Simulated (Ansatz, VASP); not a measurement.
# Ag in VASP and in Ansatz

INCAR

```
ALGO = Fast ; EDIFF = 1E-6
ENCUT = 520 ; GGA = PE
ISIF = 2 ; ISMEAR = 0
LASPH = T ; LCHARG = F
LREAL = F ; LWAVE = F
NBANDS = 12 ; NELM = 100
PREC = Accurate ; SIGMA = 0.15
```

Contents of KPOINTS:

```
k-points
0
Gamma
  22 22 22
```

Contents of POSCAR:

```
Ag
1.0
   -1.6556540000      1.6556540000      1.6556540000
    1.6556540000     -1.6556540000      1.6556540000
    1.6556540000      1.6556540000     -1.6556540000
Ag
1
Direct
    0.0000000000      0.0000000000      0.0000000000
```

Input for Ansatz:

```yaml
crystal:
  lattice:
    - [-1.655654, 1.655654, 1.655654]
    - [1.655654, -1.655654, 1.655654]
    - [1.655654, 1.655654, -1.655654]
  atoms:
    - { symbol: Ag, position: [0.0, 0.0, 0.0] }
basis:
  ecutwfc: 420
kpoints:
  mp_grid: { grid: [22, 22, 22] }
hamiltonian:
  xc: pbe
scf:
  occupations: { method: gaussian, width: 0.15 }
output:
  forces: true
  stress: true
  eigenvalues: true
```

Alike in both runs: task single point; functional PBE; k mesh 22 × 22 × 22; occupations gaussian, width 0.15 eV; no spin polarisation.

```csv
,VASP,Ansatz
version,VASP 6.6.1,Ansatz 0.2.0
potentials or method,"VASP PAW PBE potentials, release 64 (Ag), cutoff 520 eV","scalar-relativistic, plane waves, PAW"
valence electrons in the cell,11,19
```

|  | VASP | Ansatz | Ansatz less VASP |
| --- | --- | --- | --- |
| gap on the k mesh at the Fermi level (eV) | none | none | - |
| pressure (GPa) | -0.8 | -0.7 | +0.06 |

A gap of «none» marks a metal or a gap that the smearing closes. VASP's potentials hold 11 valence electrons a cell and Ansatz's 19, so a difference there can come from the potentials and not from the codes.
